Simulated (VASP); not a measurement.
Runs of VASP 6.6.1 on InAs. The structure is that of space group I-4m2 (No. 119), or close to it. The cells are those of the table. 

```tsv
cell	gap on the mesh (eV)	pressure (GPa)
a = 4.370, b = 4.370, c = 4.619 Å, angles 58.1, 58.1, 63.8°, 2 atoms	0.16	-2.1
a = 4.534, b = 4.534, c = 4.619 Å, angles 59.4, 59.4, 61.2°, 2 atoms	-	-4.5
a = 4.109, b = 4.109, c = 3.934 Å, angles 61.4, 61.4, 57.2°, 2 atoms	0.45	(a)
a = 4.363, b = 4.363, c = 4.448 Å, angles 59.4, 59.4, 61.3°, 2 atoms	-	-0.5
a = 4.021, b = 4.021, c = 4.106 Å, angles 59.3, 59.3, 61.4°, 2 atoms	0.50	(c)
a = 4.451, b = 4.451, c = 4.277 Å, angles 61.3, 61.3, 57.4°, 2 atoms	none	-0.5
a = 4.290, b = 4.290, c = 4.619 Å, angles 57.4, 57.4, 65.1°, 2 atoms	0.16	-0.5
a = 4.199, b = 4.199, c = 4.448 Å, angles 58.0, 58.0, 64.0°, 2 atoms	0.19	(b)
```

Alike in all rows: task single point; level PBE; potentials or basis VASP PAW PBE potentials, release 64 (In_d, As); no spin polarisation; k mesh 14 × 14 × 14; cutoff (eV) 520; smearing gaussian 0.15 eV.

Problem. Estimate the missing entries.

Solution. (a) 19.6; (b) 3.9; (c) 19.7.

Caveats: spin-orbit coupling is left out, which moves the levels of the heavy elements; the cell stands under pressure (at least some runs); the cell stands under tension (at least some runs); semilocal functionals underestimate gaps, so a narrow gap can read as zero (at least some runs).

A k mesh can miss the band edges, and the runs leave out spin-orbit coupling on As, In.

A gap of «none» marks levels without a gap at the run's occupations.
